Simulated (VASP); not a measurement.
## Ga: single point with r2SCAN

Ga:

```
CELL_PARAMETERS angstrom
2.77842 0.00000 0.00000
0.00000 3.28161 0.00000
-1.34343 0.00000 3.99027
ATOMIC_POSITIONS crystal
Ga 0.13136 0.74760 0.76723
Ga 0.85768 0.25727 0.22752
```

| Item | Value |
| --- | --- |
| Program | VASP 6.6.1 |
| Task | single point |
| Functional | r2SCAN |
| Potentials or basis | VASP PAW PBE potentials, release 64 (Ga_d) |
| Cutoff | 520 eV |
| k mesh | 7 × 6 × 5 |
| Occupations | gaussian, width 0.05 eV |
| Spin | no spin polarisation |

The pressure is -0.1 GPa, the largest force is 0.127 eV/Å and the band gap on the k mesh is zero (bands 13 and 14 overlap by 7.71 eV).

Forces on the atoms (eV/Å):
```
Ga  -0.004  0.060 -0.112
Ga   0.004 -0.060  0.112
```

Stress tensor (GPa, compression positive):
```
 0.57 -0.01 -0.87
-0.01  0.98 -0.07
-0.87 -0.07 -1.80
```

Levels at points of the mesh, in eV from the Fermi level:
```tsv
k point	band 9	band 10	band 11	band 12	band 13	band 14	band 15	band 16	band 17	band 18
(0.00, 0.00, 0.00)	-15.41	-15.27	-12.08	-2.39	-1.46	1.77	5.92	9.60	10.80	11.16
(0.00, 0.50, 0.00)	-15.33	-15.33	-8.39	-8.23	1.55	1.76	2.84	2.87	12.05	12.11
```

Wall time 59 s on 1 thread of Intel(R) Xeon(R) 6975P-C (Granite Rapids) (shared host), peak memory 0.19 GiB.

Caveat: the PAW data sets were made with another functional, which shifts forces and pressure a little.
